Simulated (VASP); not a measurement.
Set up this calculation in VASP 6.6.1, as the native input.

| Property | Result |
| --- | --- |
| Task | single point |
| Functional | PBE |
| Potentials or basis | VASP PAW PBE potentials, release 64 (La) |
| Cutoff | 520 eV |
| k mesh | 7 × 7 × 4 |
| Occupations | fermi-dirac, width 0.05 eV |
| Spin | no spin polarisation |
| Dipole correction | no |
| Further INCAR settings | ALGO = Fast; EDIFF = 1e-06; NBANDS = 18 |

The structure of La lies in POSCAR:

```
La
1.0
    3.7500000000      0.0000000000      0.0000000000
   -1.8750000000      3.2475952642      0.0000000000
    0.0000000000      0.0000000000      6.0700000000
La
2
Direct
    0.6666666667      0.3333333333      0.7500000000
    0.3333333333      0.6666666667      0.2500000000
```

These files were run (other wordings do the same):

INCAR

```
SYSTEM = La
PREC = Accurate
ENCUT = 520
EDIFF = 1E-6
ISMEAR = -1
SIGMA = 0.05
LREAL = .FALSE.
LASPH = .TRUE.
NELM = 60
ALGO = Fast
ISIF = 2
LWAVE = .FALSE.
LCHARG = .FALSE.
GGA = PE
NBANDS = 18
```

KPOINTS

```
regular mesh
0
G
  7 7 4
  0 0 0
```

Potentials or basis: VASP PAW PBE potentials, release 64 (La).

Launch:

```sh
$ cat potpaw_PBE.64/La/POTCAR > POTCAR
$ mpirun -np 1 vasp_std > vasp.out
```

It gave:

| Item | Value |
| --- | --- |
| Pressure | 0.7 GPa |
| Band gap on the k mesh | zero (band 11 reaches 9.01 eV, above the bottom of band 12 at 7.57 eV) |

Caveat: spin-orbit coupling is left out, which moves the levels of the heavy elements.

Run time: 54 s on 1 thread of Intel(R) Xeon(R) Platinum 8375C CPU @ 2.90GHz (Ice Lake), on a shared host, peak memory 0.2 GiB.
